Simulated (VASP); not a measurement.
# Os (P6_3/mmc) in VASP: a series of runs

Os is run at these levels: PBEsol; tasks: relaxation of cell and atoms.

Program: VASP 6.6.1. These are calculated values, not measurements. Logs are shortened: lines on timing, memory, paths and dates and some standing lists are left out, and cuts for length are marked.

**1. The cell of the first run**

It takes space group P6_3/mmc (No. 194, hexagonal). The conventional cell has a = 2.734 Å, b = 2.734 Å, c = 4.320 Å, α = 90.00°, β = 90.00°, γ = 120.00°. Within 3.5 Å of Os (site symmetry -6m2) lie 12 Os at 2.68 to 2.73 Å.

**2. Relaxation of cell and atoms, PBEsol**

INCAR reads:

```
PREC     = Accurate       # precision mode
ENCUT    = 600            # plane-wave cutoff, eV
EDIFF    = 1E-6           # SCF threshold, eV
ISMEAR   = 0              # smearing method
SIGMA    = 0.1            # smearing width, eV
LREAL    = F              # projectors in reciprocal space
LASPH    = T              # aspherical terms in the spheres
NELM     = 60             # most SCF steps
ALGO     = Fast           # electronic algorithm
ISIF     = 3              # what is computed and relaxed
LWAVE    = F              # write WAVECAR
LCHARG   = F              # write CHGCAR
GGA      = PS             # functional
IBRION   = 2              # ionic algorithm
NSW      = 100            # ionic steps
EDIFFG   = -0.005         # ionic threshold
```

KPOINTS reads:

```
Automatic mesh
0
Gamma
  18 18 10
```

POSCAR reads:

```
Os
1.0
    2.7341000000      0.0000000000      0.0000000000
   -1.3670500000      2.3678000565      0.0000000000
    0.0000000000      0.0000000000      4.3197000000
Os
2
Direct
    0.3333333333      0.6666666667      0.2500000000
    0.6666666667      0.3333333333      0.7500000000
```

Potentials or basis: VASP PAW PBE potentials, release 64 (Os).

Run with:

```
$ cat potpaw_PBE.64/Os/POTCAR > POTCAR
$ mpirun -np 1 vasp_std > vasp.out
```

OUTCAR:

```text
PREC = Accurate
   ENCUT = 600
   EDIFF = 1E-6
   ISMEAR = 0
   LREAL = F
   LASPH = T
   NELM = 60
   ISIF = 3
   GGA = PS
   IBRION = 2
   NSW = 100
   EDIFFG = -0.005

 ion  position               nearest neighbor table
   1  0.333  0.667  0.250-   2 2.68   2 2.68   2 2.68   2 2.68   2 2.68   2 2.68
   2  0.667  0.333  0.750-   1 2.68   1 2.68   1 2.68   1 2.68   1 2.68   1 2.68

  LATTYP: Found a hexagonal cell.
 ALAT       =     2.7341000000
 C/A-ratio  =     1.5799348963

  Lattice vectors:

 A1 = (   2.7341000000,   0.0000000000,   0.0000000000)
 A2 = (  -1.3670500000,   2.3678000565,   0.0000000000)
 A3 = (   0.0000000000,   0.0000000000,   4.3197000000)

Analysis of symmetry for initial positions (statically):
=====================================================================
 Subroutine PRICEL returns:
 Original cell was already a primitive cell.

 Routine SETGRP: Setting up the symmetry group for a
 hexagonal supercell.

 Subroutine GETGRP returns: Found 24 space group operations
 (whereof 12 operations were pure point group operations)
 out of a pool of 24 trial point group operations.

The static configuration has the point symmetry D_3d.
 The point group associated with its full space group is D_6h.

Analysis of symmetry for dynamics (positions and initial velocities):
=====================================================================
 Subroutine PRICEL returns:
 Original cell was already a primitive cell.

 Routine SETGRP: Setting up the symmetry group for a
 hexagonal supercell.

 Subroutine GETGRP returns: Found 24 space group operations
 (whereof 12 operations were pure point group operations)
 out of a pool of 24 trial point group operations.

The dynamic configuration has the point symmetry D_3d.
 The point group associated with its full space group is D_6h.

 Subroutine INISYM returns: Found 24 space group operations
 (whereof 12 operations are pure point group operations),
 and found     1 'primitive' translations

----------------------------------------------------------------------------------------

                                     Primitive cell

  volume of cell :      27.9649

  direct lattice vectors                    reciprocal lattice vectors
     2.734100000  0.000000000  0.000000000     0.365751070  0.211166479  0.000000000
    -1.367050000  2.367800057  0.000000000     0.000000000  0.422332957  0.000000000
[... 107 lines left out ...]
  Fermi-wavevector in a.u.,A,eV,Ry     =   1.359076  2.568282 25.131161  1.847088
  Thomas-Fermi vector in A             =   2.485855
   LORBIT       =      0    0 simple, 1 ext, 2 COOP (PROOUT), +10 PAW based schemes
   GGA     = PS    functional components
   LHFCALC =     F    Hartree Fock is set to
   AEXX    =    0.0000 exact exchange contribution
   IVDW    =     0    specifies the selected vdW correction
   LEPSILON=     F    determine dielectric tensor
   LRPA    =     F    only Hartree local field effects (RPA)
 conjugate gradient relaxation of ions
 non-spin polarized calculation
 RMM-DIIS sequential band-by-band and
 Gauss-broadening in eV      SIGMA  =   0.10
  energy-cutoff  :      600.00
  volume of cell :       27.96
 maximum number of plane-waves:       965
 NGX is ok and might be reduce to    24
   NGX = 11   NGY = 11   NGZ = 17

--------------------------------------- Ionic step        1  -------------------------------------------

 number of electron      16.0000001 magnetization

 Free energy of the ion-electron system (eV)
  ---------------------------------------------------
  ext. energy  EPLUGINS =         0.00000000
  ---------------------------------------------------
  free energy    TOTEN  =       -24.48561630 eV

  energy without entropy =      -24.47811609  energy(sigma->0) =      -24.48186619

------------------------ aborting loop because EDIFF is reached ----------------------------------------

  FORCE on cell =-STRESS in cart. coord.  units (eV):
  Direction    XX          YY          ZZ          XY          YZ          ZX
  --------------------------------------------------------------------------------------
  -------------------------------------------------------------------------------------
  Total       -0.4085269     -0.4085269     -0.3531762     -0.0000000     -0.0000000      0.0000000
  in kB      -23.4055192    -23.4055192    -20.2343404     -0.0000000     -0.0000000      0.0000000
  external PRESSURE =     -22.3484596 kB  Pullay stress =       0.0000000 kB
[... 131 lines left out ...]
--------------------------------------- Ionic step        5  -------------------------------------------

 number of electron      16.0000001 magnetization

 Free energy of the ion-electron system (eV)
  ---------------------------------------------------
  ext. energy  EPLUGINS =         0.00000000
  ---------------------------------------------------
  free energy    TOTEN  =       -24.48663573 eV

  energy without entropy =      -24.47923354  energy(sigma->0) =      -24.48293463

 E-fermi :   9.3895     XC(G=0): -14.1852

 val. band max:        9.3802940384   @ k =   0.2222   0.0556   0.3000
 cond. band min:       9.3982464657   @ k =   0.4444   0.1111   0.4000
 fundamental gap:      0.0179524273
 Fermi energy:         9.3895232437

 k-point     1 :       0.0000    0.0000    0.0000
  band No.  band energies     occupation
      1      -1.6544      2.00000
      2       1.5115      2.00000
      3       6.2968      2.00000
      4       6.2968      2.00000
      5       6.5463      2.00000
      6       7.1480      2.00000
      7       7.1480      2.00000
      8       7.8216      2.00000
      9       7.8216      2.00000
     10       9.3779      1.13064
     11      11.0992      0.00000
     12      11.0992      0.00000
[... 331 lines left out ...]
 k-point    24 :       0.3889    0.1111    0.0000
  band No.  band energies     occupation
      1       2.5024      2.00000
      2       2.6185      2.00000
      3       2.9537      2.00000
      4       5.7404      2.00000
      5       5.8306      2.00000
      6       6.7324      2.00000
      7       7.4369      2.00000
      8      10.9927      0.00000
      9      11.4348      0.00000
     10      11.9223      0.00000
     11      13.3409      0.00000
     12      16.3745      0.00000

 [... further k-points ...]

------------------------ aborting loop because EDIFF is reached ----------------------------------------

  FORCE on cell =-STRESS in cart. coord.  units (eV):
  Direction    XX          YY          ZZ          XY          YZ          ZX
  --------------------------------------------------------------------------------------
  -------------------------------------------------------------------------------------
  Total       -0.0022917     -0.0022917     -0.0026031     -0.0000000      0.0000000      0.0000000
  in kB       -0.1319681     -0.1319681     -0.1498992     -0.0000000      0.0000000      0.0000000
  external PRESSURE =      -0.1379452 kB  Pullay stress =       0.0000000 kB
[... 17 lines left out ...]
  FREE ENERGIE OF THE ION-ELECTRON SYSTEM (eV)
  ---------------------------------------------------
  free  energy   TOTEN  =       -24.4866357276 eV

  energy  without entropy=      -24.4792335412  energy(sigma->0) =      -24.48293463

 reached required accuracy - stopping structural energy minimisation
```

OSZICAR:

```text
N       E                     dE             d eps       ncg     rms          rms(c)
DAV:   1     0.119353571817E+03    0.11935E+03   -0.83566E+03  5328   0.144E+03
DAV:   2    -0.170733006288E+02   -0.13643E+03   -0.12361E+03  5516   0.424E+02
[... 50 lines left out ...]
   4 F= -.24486623E+02 E0= -.24482942E+02  d E =0.131949E-05
       N       E                     dE             d eps       ncg     rms          rms(c)
DAV:   1    -0.244866508265E+02   -0.27758E-04   -0.12537E-03  5424   0.312E-01    0.184E-02
RMM:   2    -0.244866391092E+02    0.11717E-04   -0.12042E-05  5321   0.448E-02    0.926E-03
RMM:   3    -0.244866356825E+02    0.34267E-05   -0.80653E-06  5303   0.224E-02    0.169E-03
RMM:   4    -0.244866357276E+02   -0.45122E-07   -0.63910E-07  3077   0.950E-03
   5 F= -.24486636E+02 E0= -.24482935E+02  d E =-.111467E-04
```

CONTCAR:

```text
Os
   1.00000000000000
     2.7287279236075586   -0.0000000000000000   -0.0000000000000000
    -1.3643639618037793    2.3631477018729985    0.0000000000000000
     0.0000000000000000   -0.0000000000000000    4.3147429138111102
  Os
     2
Direct
     0.3333333332999970    0.6666666667000030    0.2500000000000000
     0.6666666667000030    0.3333333332999970    0.7500000000000000

  0.00000000E+00  0.00000000E+00  0.00000000E+00
  0.00000000E+00  0.00000000E+00  0.00000000E+00
```

Run time: 4.2 min. Hardware: 1 thread of AMD EPYC 7R13 (Zen 3), shared host; peak memory 0.2 GiB.

What came out:

| Item | Value |
| --- | --- |
| Free energy | -24.4866 eV |
| Relaxed volume | 13.91 Å³/atom |
| Relaxed cell | a = 2.729 Å, b = 2.729 Å, c = 4.315 Å, α = 90.00°, β = 90.00°, γ = 120.00° |
| Space group after relaxing (to 0.1 Å) | P6_3/mmc (No. 194) |
| Energy gained by relaxing | 0.5 meV/atom |
| Ionic steps | 5 |
| Pressure after relaxing | 0.0 GPa |
| Band gap on the k mesh | zero (bands 8 and 9 overlap by 3.99 eV) |

Step by step:
| step | energy change (eV) | largest force (eV/Å) | pressure (GPa) | volume (Å³) |
| --- | --- | --- | --- | --- |
| 1 | 0.0000 | 0.0000 | -2.23 | 27.96 |
| 2 | 0.0202 | 0.0000 | 10.89 | 27.18 |
| 3 | -0.0010 | 0.0000 | 0.01 | 27.82 |
| 4 | -0.0010 | 0.0000 | -0.02 | 27.82 |
| 5 | -0.0010 | 0.0000 | -0.01 | 27.82 |

Final structure:
```yaml
crystal:
  lattice:
    - [2.72873, 0.00000, 0.00000]
    - [-1.36436, 2.36315, 0.00000]
    - [0.00000, 0.00000, 4.31474]
  atoms:
    - { symbol: Os, position: [0.33333, 0.66667, 0.25000] }
    - { symbol: Os, position: [0.66667, 0.33333, 0.75000] }
```

Levels at points of the mesh, in eV from the Fermi level:
| k point | band 6 | band 7 | band 8 | band 9 | band 10 | band 11 |
| --- | --- | --- | --- | --- | --- | --- |
| (0.00, 0.00, 0.00) | -2.24 | -2.24 | -1.57 | -1.57 | -0.01 | 1.71 |
| (0.50, 0.00, 0.00) | -2.61 | -1.91 | 2.07 | 2.64 | 2.75 | 4.46 |
| (0.00, 0.00, 0.50) | -3.28 | -3.28 | -3.28 | 0.91 | 0.91 | 0.91 |
| (0.50, 0.00, 0.50) | -1.22 | -0.18 | -0.18 | 2.41 | 2.41 | 3.33 |

Caveat: the PAW data sets were made with another functional, which shifts forces and pressure a little; spin-orbit coupling is left out, which moves the levels of the heavy elements.

**3. Relaxation of cell and atoms, PBEsol**

This run uses another cell than the first one, of 13.89 Å³/atom.

INCAR reads:

```
SYSTEM = Os
PREC = Accurate
ENCUT = 600
EDIFF = 1E-6
ISMEAR = -1
SIGMA = 0.15
LREAL = .FALSE.
LASPH = .TRUE.
NELM = 80
ALGO = Fast
ISIF = 3
LWAVE = .FALSE.
LCHARG = .FALSE.
GGA = PS
IBRION = 2
NSW = 80
EDIFFG = -0.001
```

KPOINTS reads:

```
regular mesh
0
G
  18 18 12
  0 0 0
```

POSCAR reads:

```
Os
1.0
    2.7272132469      0.0000000000      0.0000000000
   -1.3636066235      2.3618359534      0.0000000000
    0.0000000000      0.0000000000      4.3132446888
Os
2
Direct
    0.3333333333      0.6666666667      0.2500000000
    0.6666666667      0.3333333333      0.7500000000
```

Potentials or basis: VASP PAW PBE potentials, release 64 (Os).

Run with:

```
$ cat potpaw_PBE.64/Os/POTCAR > POTCAR
$ mpirun -np 1 vasp_std > vasp.out
```

OUTCAR:

```text
SYSTEM = Os
   PREC = Accurate
   ENCUT = 600
   EDIFF = 1E-6
   ISMEAR = -1
   LREAL = .FALSE.
   LASPH = .TRUE.
   NELM = 80
   ISIF = 3
   GGA = PS
   IBRION = 2
   NSW = 80
   EDIFFG = -0.001

 ion  position               nearest neighbor table
   1  0.333  0.667  0.250-   2 2.67   2 2.67   2 2.67   2 2.67   2 2.67   2 2.67
   2  0.667  0.333  0.750-   1 2.67   1 2.67   1 2.67   1 2.67   1 2.67   1 2.67

  LATTYP: Found a hexagonal cell.
 ALAT       =     2.7272132469
 C/A-ratio  =     1.5815575455

  Lattice vectors:

 A1 = (   2.7272132469,   0.0000000000,   0.0000000000)
 A2 = (  -1.3636066235,   2.3618359534,   0.0000000000)
 A3 = (   0.0000000000,   0.0000000000,   4.3132446888)

Analysis of symmetry for initial positions (statically):
=====================================================================
 Subroutine PRICEL returns:
 Original cell was already a primitive cell.

 Routine SETGRP: Setting up the symmetry group for a
 hexagonal supercell.

 Subroutine GETGRP returns: Found 24 space group operations
 (whereof 12 operations were pure point group operations)
 out of a pool of 24 trial point group operations.

The static configuration has the point symmetry D_3d.
 The point group associated with its full space group is D_6h.
[... 345 lines left out ...]

 number of electron      16.0000001 magnetization

 Free energy of the ion-electron system (eV)
  ---------------------------------------------------
  ext. energy  EPLUGINS =         0.00000000
  ---------------------------------------------------
  free energy    TOTEN  =       -24.53138521 eV

  energy without entropy =      -24.44141803  energy(sigma->0) =      -24.48640162

 E-fermi :   9.3998     XC(G=0): -14.1806

 val. band max:        9.3786410066   @ k =   0.0000   0.0000   0.0000
 cond. band min:       9.4068555860   @ k =   0.1111   0.0556   0.3333
 fundamental gap:      0.0282145795
 Fermi energy:         9.3998368370

 k-point     1 :       0.0000    0.0000    0.0000
  band No.  band energies     occupation
      1      -1.6590      2.00000
      2       1.5089      2.00000
      3       6.2900      2.00000
      4       6.2900      2.00000
      5       6.5507      2.00000
      6       7.1435      2.00000
      7       7.1435      2.00000
      8       7.8024      1.99995
      9       7.8024      1.99995
     10       9.3786      1.07054
     11      11.0868      0.00003
     12      11.0868      0.00003
[... 331 lines left out ...]
 k-point    24 :       0.3889    0.1111    0.0000
  band No.  band energies     occupation
      1       2.4982      2.00000
      2       2.6128      2.00000
      3       2.9499      2.00000
      4       5.7274      2.00000
      5       5.8179      2.00000
      6       6.7301      2.00000
      7       7.4352      2.00000
      8      10.9829      0.00005
      9      11.4192      0.00000
     10      11.9175      0.00000
     11      13.3199      0.00000
     12      16.3472      0.00000

 [... further k-points ...]

------------------------ aborting loop because EDIFF is reached ----------------------------------------

  FORCE on cell =-STRESS in cart. coord.  units (eV):
  Direction    XX          YY          ZZ          XY          YZ          ZX
  --------------------------------------------------------------------------------------
  -------------------------------------------------------------------------------------
  Total        0.0017814      0.0017814      0.0005023     -0.0000000     -0.0000000      0.0000000
  in kB        0.1025053      0.1025053      0.0289041     -0.0000000     -0.0000000      0.0000000
  external PRESSURE =       0.0779715 kB  Pullay stress =       0.0000000 kB
[... 17 lines left out ...]
  FREE ENERGIE OF THE ION-ELECTRON SYSTEM (eV)
  ---------------------------------------------------
  free  energy   TOTEN  =       -24.5313852122 eV

  energy  without entropy=      -24.4414180312  energy(sigma->0) =      -24.48640162

 reached required accuracy - stopping structural energy minimisation
```

OSZICAR:

```text
N       E                     dE             d eps       ncg     rms          rms(c)
DAV:   1     0.117890615253E+03    0.11789E+03   -0.83696E+03  6216   0.144E+03
DAV:   2    -0.171554915952E+02   -0.13505E+03   -0.12251E+03  6416   0.423E+02
DAV:   3    -0.258139161818E+02   -0.86584E+01   -0.78615E+01  7868   0.857E+01
DAV:   4    -0.260652861771E+02   -0.25137E+00   -0.24822E+00  6492   0.154E+01
[... 68 lines left out ...]
RMM:   3    -0.245313843159E+02    0.25776E-06   -0.18631E-06  3178   0.986E-03
  10 F= -.24531384E+02 E0= -.24486412E+02  d E =0.649513E-06
       N       E                     dE             d eps       ncg     rms          rms(c)
DAV:   1    -0.245313870221E+02   -0.24484E-05   -0.47905E-05  6276   0.597E-02    0.145E-02
RMM:   2    -0.245313856048E+02    0.14172E-05   -0.12337E-06  3120   0.116E-02    0.465E-03
RMM:   3    -0.245313852122E+02    0.39267E-06   -0.10103E-06  3109   0.721E-03
  11 F= -.24531385E+02 E0= -.24486402E+02  d E =-.246781E-06
```

Wall time 5.2 min (1 thread of AMD EPYC 7R13 (Zen 3), shared host); peak memory 0.21 GiB.

What came out:

```
Free energy                           : -24.5314 eV
Relaxed volume                        : 13.92 Å³/atom
Relaxed cell                          : a = 2.730 Å, b = 2.730 Å, c = 4.313 Å, α = 90.00°, β = 90.00°, γ = 120.00°
Space group after relaxing (to 0.1 Å) : P6_3/mmc (No. 194)
Energy gained by relaxing             : 0.1 meV/atom
Ionic steps                           : 11
Pressure after relaxing               : 0.0 GPa
Band gap on the k mesh                : zero (bands 8 and 9 overlap by 3.97 eV)
```

Step by step:
```tsv
step	energy change (eV)	largest force (eV/Å)	pressure (GPa)	volume (Å³)
1	0.0000	0.0000	0.94	27.78
2	0.0033	0.0000	-4.03	28.11
3	-0.0002	0.0000	-0.06	27.85
4	-0.0002	0.0000	-0.07	27.85
5	-0.0002	0.0000	-0.17	27.85
6	-0.0002	0.0000	-0.10	27.85
7	-0.0002	0.0000	0.08	27.84
8	-0.0002	0.0000	-0.02	27.85
9	-0.0002	0.0000	-0.02	27.85
10	-0.0002	0.0000	0.07	27.84
11	-0.0002	0.0000	0.01	27.84
```

Final structure:
```
Os
1.0
     2.73042    0.00000    0.00000
    -1.36521    2.36461    0.00000
     0.00000    0.00000    4.31261
Os
2
Direct
  0.33333 0.66667 0.25000
  0.66667 0.33333 0.75000
```

Caveat: the PAW data sets were made with another functional, which shifts forces and pressure a little; spin-orbit coupling is left out, which moves the levels of the heavy elements.
